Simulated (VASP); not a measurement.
Runs of VASP 6.6.1 on W. The structure is that of space group Fd-3m (No. 227), or close to it. The cells are those of the table. 

```tsv
cell	k mesh	gap on the mesh (eV)	pressure (GPa)
a = 4.095 Å, angles 60.0°, 2 atoms	11 × 11 × 11	none	(a)
a = 4.095 Å, angles 60.0°, 2 atoms	10 × 10 × 10	none	(b)
a = 4.149 Å, angles 60.0°, 2 atoms	11 × 11 × 11	none	-3.9
a = 4.040 Å, angles 60.0°, 2 atoms	11 × 11 × 11	none	6.6
a = 4.253 Å, angles 60.0°, 2 atoms	11 × 11 × 11	none	(c)
a = 3.924 Å, angles 60.0°, 2 atoms	11 × 11 × 11	none	22.0
a = 3.983 Å, angles 60.0°, 2 atoms	11 × 11 × 11	none	13.6
a = 4.202 Å, angles 60.0°, 2 atoms	11 × 11 × 11	none	-7.8
```

Alike in all rows: task single point; level r2SCAN; potentials or basis VASP PAW PBE potentials, release 64 (W_sv); no spin polarisation; cutoff (eV) 520; smearing fermi-dirac 0.1 eV.

Question: Fill in the values left out.

Answer: (a) 0.8; (b) 0.9; (c) -11.1.

Caveats: the PAW data sets were made with another functional, which shifts forces and pressure a little; spin-orbit coupling is left out, which moves the levels of the heavy elements.

A k mesh can miss the band edges, and the runs leave out spin-orbit coupling on W.

A gap of «none» marks levels without a gap at the run's occupations.
